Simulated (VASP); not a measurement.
A run of VASP 6.6.1 is set up as follows.

The input POSCAR:

```
GaN
1.0
    3.1799996605      0.0000000000      0.0000000000
   -1.5899998303      2.7539604900      0.0000000000
    0.0000000000      0.0000000000      5.1660000000
Ga N
2 2
Direct
    0.3333333333      0.6666666667      0.0000000000
    0.6666666667      0.3333333333      0.5000000000
    0.3175555854      0.6587777927      0.3631666891
    0.6508889187      0.3254444594      0.8631666891
```

INCAR.step1

```
PREC = Accurate
ENCUT = 520
ISMEAR = 0
SIGMA = 0.05
LREAL = False
LASPH = True
NELM = 80
NBANDS = 26
GGA = PE
ALGO = Normal
EDIFF = 1E-4
LWAVE = True
LCHARG = False
```

Contents of INCAR.step2:

```
PREC = Accurate
ENCUT = 520
EDIFF = 1E-7
ISMEAR = 0
SIGMA = 0.05
LREAL = False
LASPH = True
NELM = 80
ALGO = Normal
ISIF = 2
LWAVE = False
LCHARG = False
METAGGA = R2SCAN
LMIXTAU = True
NBANDS = 26
ISTART = 1
```

Contents of KPOINTS:

```
Automatic mesh
0
Gamma
  12 12 6
```

Potentials or basis: VASP PAW PBE potentials, release 64 (Ga_d, N).

Launch:

```bash
$ cat potpaw_PBE.64/Ga_d/POTCAR potpaw_PBE.64/N/POTCAR > POTCAR
$ cp INCAR.step1 INCAR
$ mpirun -np 1 vasp_std > vasp.out
$ cp INCAR.step2 INCAR
$ mpirun -np 1 vasp_std > vasp.out
```

Problem. What does it give for the band gap on the k mesh?

Solution. 2.29 eV.

Problem. What does it give for the largest force?

Solution. 1.182 eV/Å.

Problem. What does it give for the pressure?

Solution. 2.9 GPa.

Forces in eV/Å, atoms in the order of the input:
```
Ga  -0.390 -0.225 -1.061
Ga  -0.453 -0.262 -1.059
N    0.455  0.263  1.059
N    0.388  0.224  1.062
```

Caveat: the cell differs from its parent crystal (all N atoms moved +0.075 Å, as atom 3 towards its neighbour atom 4 (N) at 3.169 Å); the stress differs along the axes, from -1 to 10 GPa; the PAW data sets were made with another functional, which shifts forces and pressure a little.
